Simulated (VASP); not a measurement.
Wanted: the native input for a VASP 6.6.1 run.

```yaml
Task: single point
Functional: PBE
Dispersion: D3(BJ)
Potentials_or_basis: VASP PAW PBE potentials, release 64 (O_h, H_h, C_h)
Cutoff: 1000 eV
k_mesh: 1 × 1 × 1
Occupations: fermi-dirac, width 0.05 eV
Spin: no spin polarisation
Dipole_correction: no
Further_INCAR_settings: LREAL = Auto; ALGO = Normal; EDIFF = 1e-06; NBANDS = 36
```

The structure of H10CO5 lies in POSCAR:

```
H10CO5
1.0
    5.6566530000      0.0000000000      0.0000000000
    0.0000000000      5.6566530000      0.0000000000
    0.0000000000      0.0000000000      5.6566530000
O H C
5 10 1
Direct
    0.4903252860      0.8706385207      0.0298940027
    0.5674733805      0.3285158202      0.8195835948
   -0.0499058365      0.5955818750      0.9024771362
    0.0358162327      1.1590599600      0.0981145564
    0.1172424754      0.9778220442      0.5174084392
    0.6088759554      0.7883283631     -0.0643490064
    0.5732541841      1.0245104305      0.0224691173
    0.5733779321      0.3318570186      0.6475383942
    0.7133370210      0.4129827302      0.8733433004
    0.0091750369      0.7277625126      0.9957478389
    0.0537950622      0.4593175505      0.9563959465
    0.1867712232      1.0962489656      0.0375487059
    0.0724103105      1.2128373439      0.2585451149
    0.4587695232      0.8691535436      0.4331713471
    0.2022574126      0.6467428707      0.5333189078
    0.2775669641      0.8352642455      0.4982981986
```

One way to write it, as run:

INCAR

```
PREC = Accurate
ENCUT = 1000
EDIFF = 1E-6
ISMEAR = -1
SIGMA = 0.05
LREAL = Auto
LASPH = True
NELM = 120
ALGO = Normal
ISIF = 2
LWAVE = False
LCHARG = False
GGA = PE
IVDW = 12
NBANDS = 36
GGA_COMPAT = False
```

KPOINTS

```
regular mesh
0
Gamma
  1 1 1
```

Potentials or basis: VASP PAW PBE potentials, release 64 (O_h, H_h, C_h).

Launch:

```console
$ cat potpaw_PBE.64/O_h/POTCAR potpaw_PBE.64/H_h/POTCAR potpaw_PBE.64/C_h/POTCAR > POTCAR
$ mpirun -np 1 vasp_gam > vasp.out
```

Results of the run:

- Pressure: -1.2 GPa
- Largest force: 2.858 eV/Å
- Dispersion energy per atom: -0.034 eV

Caveat: the k points lie up to 1.11 Å⁻¹ apart, too coarse for converged energies, forces and pressures.

Run time: 35 s on 1 thread of Intel(R) Xeon(R) Platinum 8488C (Sapphire Rapids), with other jobs on the host, peak memory 0.43 GiB.
